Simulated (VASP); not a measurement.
Here is a VASP 6.6.1 calculation.

The input INCAR:

```
SYSTEM = B
PREC = Accurate
ENCUT = 520
EDIFF = 1E-7
ISMEAR = 0
SIGMA = 0.1
LREAL = .False.
LASPH = .True.
NELM = 100
ALGO = Normal
ISIF = 2
LWAVE = .False.
LCHARG = .False.
GGA = PS
NBANDS = 8
```

KPOINTS

```
regular mesh
0
Gamma
  34 34 34
  0 0 0
```

POSCAR

```
B
1.0
   -1.1486158403      1.1486158403      1.1486158403
    1.1486158403     -1.1486158403      1.1486158403
    1.1486158403      1.1486158403     -1.1486158403
B
1
Direct
    0.0000000000      0.0000000000      0.0000000000
```

Potentials or basis: VASP PAW PBE potentials, release 64 (B).

The run is started by

```sh
$ cat potpaw_PBE.64/B/POTCAR > POTCAR
$ mpirun -np 1 vasp_std > vasp.out
```

(1) Estimate the pressure.

Results:

(1) 0.3 GPa.

Caveat: the PAW data sets were made with another functional, which shifts forces and pressure a little.
